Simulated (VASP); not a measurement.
Runs of VASP 6.6.1 on Ru. The structure is that of space group P6_3/mmc (No. 194), or close to it. The cells are those of the table. 

```tsv
task	cell	k mesh for the DOS	occupations for the DOS	gap on the mesh (eV)	pressure (GPa)
single point	a = 2.695, b = 2.695, c = 4.245 Å, angles 90.0, 90.0, 120.0°, 2 atoms	-	-	none	10.2
single point	a = 2.776, b = 2.776, c = 4.373 Å, angles 90.0, 90.0, 120.0°, 2 atoms	-	-	none	-15.9
single point	a = 2.749, b = 2.749, c = 4.331 Å, angles 90.0, 90.0, 120.0°, 2 atoms	-	-	none	-8.7
single point	a = 2.667, b = 2.667, c = 4.202 Å, angles 90.0, 90.0, 120.0°, 2 atoms	-	-	none	(a)
```

Alike in all rows: level PBE; potentials or basis VASP PAW PBE potentials, release 64 (Ru_pv); no spin polarisation; k mesh 16 × 16 × 9; cutoff (eV) 520; smearing fermi-dirac 0.05 eV.

Question: Fill in the values left out.

Answer: (a) 22.3.

A k mesh can miss the band edges, and the runs leave out spin-orbit coupling on Ru.

A gap of «none» marks levels without a gap at the run's occupations.
